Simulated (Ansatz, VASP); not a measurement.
# One calculation of MgZn2TeS2, two programs

```
Mg Zn Te S
1.0
     4.85401    0.00000    0.00000
     0.00000    5.32703    0.00000
     0.00000    0.00000    5.53991
Mg Zn Te S
1 2 1 2
Direct
  0.50000 0.50000 0.50000
  0.00000 0.00000 0.25529
  0.00000 0.00000 0.74471
  0.50000 0.50000 0.00000
  0.00000 0.50000 0.50000
  0.50000 0.00000 0.00000
```

Change from the starting cell: species swapped into the LiCa2NiN2 type (Pmmm, No. 47).

Alike in both runs: functional PBE; k mesh 8 × 8 × 8; occupations gaussian, width 0.1 eV; no spin polarisation.

Ansatz relaxed the structure, and its values are those at the end. VASP's run is a single point on that final structure, the one shown.

```csv
,VASP,Ansatz
version,VASP 6.6.1,Ansatz 0.2.0
potentials or method,"VASP PAW PBE potentials, release 64 (Mg, Zn, Te, S), cutoff 520 eV","scalar-relativistic, plane waves, PAW"
valence electrons in the cell,44,62
```

|  | VASP | Ansatz | Ansatz less VASP |
| --- | --- | --- | --- |
| gap on the k mesh at the Fermi level (eV) | none | none | - |
| pressure (GPa) | 0.0 | 0.0 | +0.02 |

A gap of «none» marks a metal or a gap that the smearing closes. With one functional, cell and mesh, what is left measures potentials, basis and numerics. VASP's potentials hold 44 valence electrons a cell and Ansatz's 62, so a difference there can come from the potentials and not from the codes.

Spin-orbit coupling is off throughout.
